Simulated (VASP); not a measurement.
Runs of VASP 6.6.1 on LiGeH3. The structure is that of space group Pm-3m (No. 221), or close to it. The cells are those of the table. The cell was generated, and may not be a known phase.

```tsv
task	cell	k mesh	cutoff (eV)	gap on the mesh (eV)	pressure (GPa)	relaxed volume (Å³/atom)
single point	a = 3.491 Å, 5 atoms	6 × 6 × 6	520	none	-	-
relaxation of cell and atoms	relaxed from a = 3.748 Å, 5 atoms	4 × 4 × 4	600	none	-0.2	(a)
single point	a = 3.748 Å, 5 atoms	4 × 4 × 4	520	none	-	-
relaxation of cell and atoms	relaxed from a = 3.491 Å, 5 atoms	10 × 10 × 10	600	none	-0.1	-
single point	a = 3.490 Å, 5 atoms	10 × 10 × 10	520	none	-	-
relaxation of cell and atoms	relaxed from a = 3.533 Å, 5 atoms	6 × 6 × 6	600	none	0.0	8.48
single point	a = 3.533 Å, 5 atoms	4 × 4 × 4	520	none	-	-
```

Alike in all rows: level PBE; potentials or basis VASP PAW PBE potentials, release 64 (Li_sv, Ge_d, H); no spin polarisation; smearing gaussian 0.1 eV.

Estimate the missing entries.

(a) 8.85.

Caveats: some runs use coarse meshes; the cutoff is under 1.25 times the usual one of these potentials, so pressure, stress and relaxed cells hold a basis-set (Pulay) error; the volume moved by over 15 % at a fixed basis, so the end points are rough (at least some runs); the relaxation stopped at its first step, so nothing moved (at least some runs).

A k mesh can miss the band edges, and the runs leave out spin-orbit coupling on Ge.

A gap of «none» marks levels without a gap at the run's occupations.
